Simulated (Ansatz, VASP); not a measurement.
## GaP: VASP beside Ansatz

INCAR

```
PREC = Accurate
ENCUT = 520
EDIFF = 1E-7
ISMEAR = 0
SIGMA = 0.05
LREAL = False
LASPH = True
NELM = 100
ALGO = Normal
ISIF = 2
LWAVE = False
LCHARG = True
GGA = CA
LELF = True
LVHAR = True
NBANDS = 16
```

KPOINTS

```
regular mesh
0
Gamma
  10 10 10
```

The input POSCAR:

```
GaP
1.0
    0.0000000000      2.6400295416      2.9040324957
    2.6400295416      0.0000000000      2.9040324957
    2.6400295416      2.6400295416      0.0000000000
Ga P
1 1
Direct
    0.0000000000      0.0000000000      0.0000000000
    0.7500000000      0.7500000000      0.7500000000
```

Input for Ansatz:

```yaml
crystal:
  lattice:
    - [0.0, 2.6400295416, 2.9040324957]
    - [2.6400295416, 0.0, 2.9040324957]
    - [2.6400295416, 2.6400295416, 0.0]
  atoms:
    - { symbol: Ga, position: [0.0, 0.0, 0.0] }
    - { symbol: P, position: [0.75, 0.75, 0.75] }
basis:
  ecutwfc: 420
kpoints:
  mp_grid: { grid: [10, 10, 10] }
hamiltonian:
  xc: lda
scf:
  occupations: { method: gaussian, width: 0.05 }
output:
  forces: true
  stress: true
  eigenvalues: true
  write_density: true
  write_potential: true
  elf: true
  volumetric_format: npy
```

Alike in both runs: task single point; functional LDA; k mesh 10 × 10 × 10; occupations gaussian, width 0.05 eV; no spin polarisation.

|  | VASP | Ansatz |
| --- | --- | --- |
| version | VASP 6.6.1 | Ansatz 0.2.0 |
| potentials or method | VASP PAW LDA potentials, release 64 (Ga_d, P), cutoff 520 eV | scalar-relativistic, plane waves, PAW |
| valence electrons in the cell | 18 | 18 |

```tsv
	VASP	Ansatz	Ansatz less VASP
gap on the k mesh at the Fermi level (eV)	0.99	0.99	-0.002
least direct gap on the mesh (eV)	1.35	1.32	-0.029
pressure (GPa)	-2.8	-2.9	-0.11
traceless stress, the component that is largest in VASP (GPa)	-5.75	-5.77	-0.010
```

LDA's correlation is that of Perdew and Zunger in VASP and of Perdew and Wang (1992) in Ansatz.
